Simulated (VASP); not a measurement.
A run of VASP 6.6.1 is set up as follows.

Contents of POSCAR:

```
BeTe
1.0
    4.1062296832      0.0000000000      0.0000000000
   -2.0531148416      3.4908208692      0.0000000000
    0.0000000000      0.0000000000      8.1440451829
Be Te
2 2
Direct
    0.3344102900      0.6688205801      0.2500000000
    0.6655897100      0.3311794199      0.7500000000
    0.6696276215      0.3392552429      0.2500000000
    0.3303723785      0.6607447571      0.7500000000
```

The input INCAR.step1:

```
ALGO = Normal
EDIFF = 1E-4
ENCUT = 520
GGA = PE
ISMEAR = 0
LASPH = T
LCHARG = F
LREAL = F
LWAVE = T
NBANDS = 16
NELM = 80
PREC = Accurate
SIGMA = 0.01
```

File INCAR.step2:

```
ALGO = Normal
EDIFF = 1E-6
ENCUT = 520
ISIF = 2
ISMEAR = 0
ISTART = 1
LASPH = T
LCHARG = F
LMIXTAU = T
LREAL = F
LWAVE = F
METAGGA = R2SCAN
NBANDS = 16
NELM = 80
PREC = Accurate
SIGMA = 0.01
```

KPOINTS

```
k-points
0
Gamma
  12 12 4
```

Potentials or basis: VASP PAW PBE potentials, release 64 (Be, Te).

The run is started by

```console
$ cat potpaw_PBE.64/Be/POTCAR potpaw_PBE.64/Te/POTCAR > POTCAR
$ cp INCAR.step1 INCAR
$ mpirun -np 1 vasp_std > vasp.out
$ cp INCAR.step2 INCAR
$ mpirun -np 1 vasp_std > vasp.out
```

**Question.** Predict the pressure.

**Answer.** -1.1 GPa.

**Question.** What does it give for the band gap on the k mesh?

**Answer.** 3.01 eV (least direct gap 3.20 eV).

Stress tensor (GPa, compression positive):
```
-2.32  0.00  0.00
 0.00 -0.85  0.00
 0.00  0.00 -0.08
```

Caveat: the cell differs from its parent crystal (uniaxial x strain +1.9%); the PAW data sets were made with another functional, which shifts forces and pressure a little; spin-orbit coupling is left out, which moves the levels of the heavy elements. A k mesh can miss the band edges.
